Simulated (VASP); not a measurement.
# SiNi (WC type) (P-6m2) in VASP: a series of runs

The runs below take SiNi (WC type) through single point, with PBE.

All numbers are computed with VASP 6.6.1; they aren't measurements. Logs are shortened: lines on timing, memory, paths and dates and some standing lists are left out, and cuts for length are marked.

### Step 1. The cell of the first run

It takes space group P-6m2 (No. 187, hexagonal). The conventional cell has a = 2.283 Å, b = 2.283 Å, c = 3.377 Å, α = 90.00°, β = 90.00°, γ = 120.00°. Within 2.8 Å of Ni (site symmetry -6m2) lie 6 Si at 2.14 Å and 6 Ni at 2.28 Å. Within 2.8 Å of Si (site symmetry -6m2) lie 6 Ni at 2.14 Å and 6 Si at 2.28 Å.

### Step 2. Single point, PBE

The input, INCAR:

```
  ALGO = Normal
  EDIFF = 1E-7
  ENCUT = 520
  GGA = PE
  ISIF = 2
  ISMEAR = -1
  LASPH = True
  LCHARG = True
  LELF = True
  LREAL = False
  LVHAR = True
  LWAVE = False
  NBANDS = 14
  NELM = 60
  PREC = Accurate
  SIGMA = 0.1
```

The input, KPOINTS:

```
k-points
0
Gamma
  17 17 15
```

The input, POSCAR:

```
SiNi
1.0
    2.2826205730      0.0000000000      0.0000000000
   -1.1413102865      1.9768074034      0.0000000000
    0.0000000000      0.0000000000      3.3771006640
Ni Si
1 1
Direct
    0.0000000000      0.0000000000      0.0000000000
    0.3333333333      0.6666666667      0.5000000000
```

Potentials or basis: VASP PAW PBE potentials, release 64 (Ni, Si).

Launch:

```sh
$ cat potpaw_PBE.64/Ni/POTCAR potpaw_PBE.64/Si/POTCAR > POTCAR
$ mpirun -np 1 vasp_std > vasp.out
```

OUTCAR:

```text
EDIFF = 1E-7
   ENCUT = 520
   GGA = PE
   ISIF = 2
   ISMEAR = -1
   LASPH = True
   LREAL = False
   NELM = 60
   PREC = Accurate

 ion  position               nearest neighbor table
   1  0.000  0.000  0.000-   2 2.14   2 2.14   2 2.14   2 2.14   2 2.14   2 2.14
   2  0.333  0.667  0.500-   1 2.14   1 2.14   1 2.14   1 2.14   1 2.14   1 2.14

  LATTYP: Found a hexagonal cell.
 ALAT       =     2.2826205730
 C/A-ratio  =     1.4794840211

  Lattice vectors:

 A1 = (   2.2826205730,   0.0000000000,   0.0000000000)
 A2 = (  -1.1413102865,   1.9768074034,   0.0000000000)
 A3 = (   0.0000000000,   0.0000000000,   3.3771006640)

Analysis of symmetry for initial positions (statically):
=====================================================================
 Subroutine PRICEL returns:
 Original cell was already a primitive cell.

 Routine SETGRP: Setting up the symmetry group for a
 hexagonal supercell.

 Subroutine GETGRP returns: Found 12 space group operations
 (whereof 12 operations were pure point group operations)
 out of a pool of 24 trial point group operations.

The static configuration has the point symmetry D_3h.

Analysis of symmetry for dynamics (positions and initial velocities):
=====================================================================
 Subroutine PRICEL returns:
 Original cell was already a primitive cell.

 Routine SETGRP: Setting up the symmetry group for a
 hexagonal supercell.

 Subroutine GETGRP returns: Found 12 space group operations
 (whereof 12 operations were pure point group operations)
 out of a pool of 24 trial point group operations.

The dynamic configuration has the point symmetry D_3h.

 Subroutine INISYM returns: Found 12 space group operations
 (whereof 12 operations are pure point group operations),
 and found     1 'primitive' translations

----------------------------------------------------------------------------------------

                                     Primitive cell

  volume of cell :      15.2385

  direct lattice vectors                    reciprocal lattice vectors
     2.282620573  0.000000000  0.000000000     0.438092959  0.252933088  0.000000000
    -1.141310286  1.976807403  0.000000000     0.000000000  0.505866175  0.000000000
     0.000000000  0.000000000  3.377100664     0.000000000  0.000000000  0.296111991

  length of vectors
     2.282620573  2.282620573  3.377100664     0.505866175  0.505866175  0.296111991

  position of ions in fractional coordinates (direct lattice)
[... 83 lines left out ...]
   IBRION =     -1    ionic relax: 0-MD 1-quasi-New 2-CG
   NFREE  =      0    steps in history (QN), initial steepest desc. (CG)
   ISIF   =      2    stress and relaxation
   ISYM   =      2    0-nonsym 1-usesym 2-fastsym
   POTIM  = 0.5000    time-step for ionic-motion
   TEBEG  =    0.0;   TEEND  =   0.0 temperature during run
   PSTRESS=    0.0 pullay stress
   NELECT =      14.0000    total number of electrons
   NUPDOWN=      -1.0000    fix difference up-down
   EMIN   =  10.00;   EMAX   =-10.00  energy-range for DOS
   EFERMI =   0.00;   METHOD = LEGACY
   ISMEAR =    -1;   SIGMA  =   0.10  broadening in eV -4-tet -1-fermi 0-gaus
   EFERMI_NEDOS =   21; number of points for ismear=-14 and -15
   IALGO  =     38    algorithm
   IMIX   =      4    mixing-type and parameters
     AMIX     =   0.40;   BMIX     =  1.00
     AMIX_MAG =   1.60;   BMIX_MAG =  1.00
  volume/ion in A,a.u.               =       7.62        51.42
  Fermi-wavevector in a.u.,A,eV,Ry     =   1.591488  3.007477 34.461317  2.532835
  Thomas-Fermi vector in A             =   2.690021
   LORBIT       =      0    0 simple, 1 ext, 2 COOP (PROOUT), +10 PAW based schemes
   GGA     = PE    functional components
   LHFCALC =     F    Hartree Fock is set to
   AEXX    =    0.0000 exact exchange contribution
   IVDW    =     0    specifies the selected vdW correction
   LEPSILON=     F    determine dielectric tensor
   LRPA    =     F    only Hartree local field effects (RPA)
 non-spin polarized calculation
  energy-cutoff  :      520.00
  volume of cell :       15.24
 maximum number of plane-waves:       439
 NGX is ok and might be reduce to    18
   NGX =  9   NGY =  9   NGZ = 13

 number of electron      13.9999999 magnetization

 Free energy of the ion-electron system (eV)
  ---------------------------------------------------
  ext. energy  EPLUGINS =         0.00000000
  ---------------------------------------------------
  free energy    TOTEN  =        -8.24142815 eV

  energy without entropy =       -8.22824684  energy(sigma->0) =       -8.23483750

 E-fermi :  19.2171     XC(G=0): -14.7347

 val. band max:       19.2153572982   @ k =   0.2941   0.1176   0.0667
 cond. band min:      19.2408798664   @ k =   0.2941   0.2941   0.0000
 fundamental gap:      0.0255225681
 Fermi energy:        19.2170895068

 k-point     1 :       0.0000    0.0000    0.0000
  band No.  band energies     occupation
      1       0.5379      2.00000
      2      11.1718      2.00000
      3      12.6896      2.00000
      4      14.9543      2.00000
      5      14.9543      2.00000
      6      16.1556      2.00000
      7      16.1556      2.00000
      8      20.8652      0.00000
      9      32.7756      0.00000
     10      32.7756      0.00000
     11      36.1610      0.00000
     12      36.1610      0.00000
     13      37.7984      0.00000
     14      41.3425      0.00000
[... 377 lines left out ...]
      1       3.9196      2.00000
      2      11.9657      2.00000
      3      12.7544      2.00000
      4      13.4418      2.00000
      5      15.3214      2.00000
      6      16.6492      2.00000
      7      19.4139      0.24514
      8      21.0657      0.00000
      9      22.0593      0.00000
     10      25.2873      0.00000
     11      32.3834      0.00000
     12      35.3693      0.00000
     13      37.2091      0.00000
     14      38.3713      0.00000

 [... further k-points ...]
[... 5 lines left out ...]
  --------------------------------------------------------------------------------------
  -------------------------------------------------------------------------------------
  Total       18.0639972     18.0639972     18.1484935      0.0000000      0.0000000      0.0000000
  in kB     1899.2509291   1899.2509291   1908.1348803      0.0000000      0.0000000      0.0000000
  external PRESSURE =    1902.2122462 kB  Pullay stress =       0.0000000 kB

 VOLUME and BASIS-vectors are now :
 -----------------------------------------------------------------------------
  energy-cutoff  :      520.00
  volume of cell :       15.24
      direct lattice vectors                 reciprocal lattice vectors
     2.282620573  0.000000000  0.000000000     0.438092959  0.252933088  0.000000000
    -1.141310286  1.976807403  0.000000000     0.000000000  0.505866175  0.000000000
     0.000000000  0.000000000  3.377100664     0.000000000  0.000000000  0.296111991

 POSITION                                       TOTAL-FORCE (eV/Angst)
 -----------------------------------------------------------------------------------
      0.00000      0.00000      0.00000         0.000000      0.000000      0.000000
     -0.00000      1.31787      1.68855        -0.000000      0.000000      0.000000
 -----------------------------------------------------------------------------------
    total drift:                                0.000000     -0.000000      0.000000

  FREE ENERGIE OF THE ION-ELECTRON SYSTEM (eV)
  ---------------------------------------------------
  free  energy   TOTEN  =        -8.2414281531 eV

  energy  without entropy=       -8.2282468399  energy(sigma->0) =       -8.23483750
```

OSZICAR:

```text
N       E                     dE             d eps       ncg     rms          rms(c)
DAV:   1     0.524331786920E+02    0.52433E+02   -0.63305E+03  7784   0.126E+03
DAV:   2    -0.798261106484E+01   -0.60416E+02   -0.54106E+02  8052   0.220E+02
DAV:   3    -0.100605378321E+02   -0.20779E+01   -0.20583E+01  8988   0.427E+01
DAV:   4    -0.100801196842E+02   -0.19582E-01   -0.19576E-01  8664   0.392E+00
DAV:   5    -0.100804820922E+02   -0.36241E-03   -0.36240E-03  9204   0.548E-01    0.226E+01
DAV:   6    -0.104909481493E+02   -0.41047E+00   -0.28061E+01  9454   0.992E+01    0.143E+01
DAV:   7    -0.831834317913E+01    0.21726E+01   -0.94663E+00  9346   0.641E+01    0.706E+00
DAV:   8    -0.826142896210E+01    0.56914E-01   -0.12475E-01  8528   0.288E+00    0.181E+00
DAV:   9    -0.824136126351E+01    0.20068E-01   -0.58576E-02  9466   0.448E+00    0.329E-01
DAV:  10    -0.824143740411E+01   -0.76141E-04   -0.17722E-03  9492   0.426E-01    0.714E-02
DAV:  11    -0.824142779641E+01    0.96077E-05   -0.76842E-05 10602   0.129E-01    0.202E-02
DAV:  12    -0.824142883032E+01   -0.10339E-05   -0.22602E-06  8492   0.219E-02    0.103E-02
DAV:  13    -0.824142815998E+01    0.67034E-06   -0.71516E-07  7870   0.157E-02    0.173E-03
DAV:  14    -0.824142815306E+01    0.69288E-08   -0.33353E-08  4470   0.254E-03
   1 F= -.82414282E+01 E0= -.82348375E+01  d E =-.131813E-01
```

Wall time 1.9 min (1 thread of AMD EPYC 7R13, shared host); peak memory 0.15 GiB.

What came out:

```
Free energy            : -8.2414 eV
Pressure               : 190.2 GPa
Band gap on the k mesh : zero (band 7 reaches 20.10 eV, above the bottom of band 8 at 18.84 eV)
```

Levels at points of the mesh, in eV from the Fermi level:
```tsv
k point	band 5	band 6	band 7	band 8	band 9	band 10
(0.00, 0.00, 0.00)	-4.26	-3.06	-3.06	1.65	13.56	13.56
```

Spin polarisation is off, so any magnetic state and its effect on volume and gap are missing.

[end of part 1 of 2]
